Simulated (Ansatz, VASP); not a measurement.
## Ru in VASP and in Ansatz

```
Ru
1.0
     2.78102    0.00000    0.00000
    -1.39051    2.40843    0.00000
     0.00000    0.00000    4.22676
Ru
2
Direct
  0.33333 0.66667 0.25000
  0.66667 0.33333 0.75000
```

Change from the starting cell: mode 5 frozen in at +0.000 Å, equal normal strain along x and y +0.0400.

Alike in both runs: task single point; functional LDA; k mesh 21 × 21 × 10; occupations gaussian, width 0.15 eV; no spin polarisation.

|  | VASP | Ansatz |
| --- | --- | --- |
| version | VASP 6.6.1 | Ansatz 0.2.0 |
| potentials or method | VASP PAW LDA potentials, release 64 (Ru_pv), cutoff 520 eV | scalar-relativistic, plane waves, PAW |
| valence electrons in the cell | 28 | 32 |

```tsv
	VASP	Ansatz	Ansatz less VASP
gap on the k mesh at the Fermi level (eV)	none	none	-
pressure (GPa)	-22.1	-22.8	-0.66
traceless stress, the component that is largest in VASP (GPa)	8.70	8.62	-0.077
```

Ansatz warns that its potentials were made for another functional, while VASP's fit it. LDA's correlation is that of Perdew and Zunger in VASP and of Perdew and Wang (1992) in Ansatz. A gap of «none» marks a metal or a gap that the smearing closes. VASP's potentials hold 28 valence electrons a cell and Ansatz's 32, so a difference there can come from the potentials and not from the codes.
